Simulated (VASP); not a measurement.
Here is a VASP 6.6.1 calculation.

File POSCAR:

```
GaN
1.0
    0.0000000000      2.2535006075      2.2535006075
    2.2535006075      0.0000000000      2.2535006075
    2.2535006075      2.2535006075      0.0000000000
Ga N
1 1
Direct
    0.0000000000      0.0000000000      0.0000000000
    0.2500000000      0.2500000000      0.2500000000
```

File INCAR.step1:

```
PREC     = Accurate       # precision mode
ENCUT    = 520            # plane-wave cutoff, eV
EDIFF    = 1E-5           # SCF threshold, eV
ISMEAR   = -1             # smearing method
SIGMA    = 0.05           # smearing width, eV
LREAL    = F              # projectors in reciprocal space
LASPH    = T              # aspherical terms in the spheres
NELM     = 100            # most SCF steps
ALGO     = Normal         # electronic algorithm
ISIF     = 2              # what is computed and relaxed
LWAVE    = T              # write WAVECAR
GGA      = PE             # functional
NBANDS   = 16             # bands
```

File INCAR.step2:

```
PREC     = Accurate       # precision mode
ENCUT    = 520            # plane-wave cutoff, eV
EDIFF    = 1E-6           # SCF threshold, eV
ISMEAR   = -1             # smearing method
SIGMA    = 0.05           # smearing width, eV
LREAL    = F              # projectors in reciprocal space
LASPH    = T              # aspherical terms in the spheres
NELM     = 100            # most SCF steps
ALGO     = Normal         # electronic algorithm
ISIF     = 2              # what is computed and relaxed
LWAVE    = F              # write WAVECAR
LCHARG   = T              # write CHGCAR
GGA      = B5             # functional
LHFCALC  = T              # exact exchange
AEXX     = 0.5            # exact-exchange fraction
ALDAX    = 0.5          
AGGAX    = 0.5          
AGGAC    = 1.0          
ALDAC    = 0.0          
PRECFOCK = Normal       
LELF     = T              # ELF
LVHAR    = T            
ISTART   = 1            
NBANDS   = 16             # bands
```

File KPOINTS:

```
Automatic mesh
0
Gamma
  6 6 6
```

Potentials or basis: VASP PAW PBE potentials, release 64 (Ga_d, N).

The run is started by

```console
$ cat potpaw_PBE.64/Ga_d/POTCAR potpaw_PBE.64/N/POTCAR > POTCAR
$ cp INCAR.step1 INCAR
$ mpirun -np 1 vasp_std > vasp.out
$ cp INCAR.step2 INCAR
$ mpirun -np 1 vasp_std > vasp.out
```

Problem. What does it give for the pressure?

Solution. -0.8 GPa.

Problem. What does it give for the band gap on the k mesh?

Solution. 5.94 eV.

Caveat: the PAW data sets were made with another functional, which shifts forces and pressure a little.
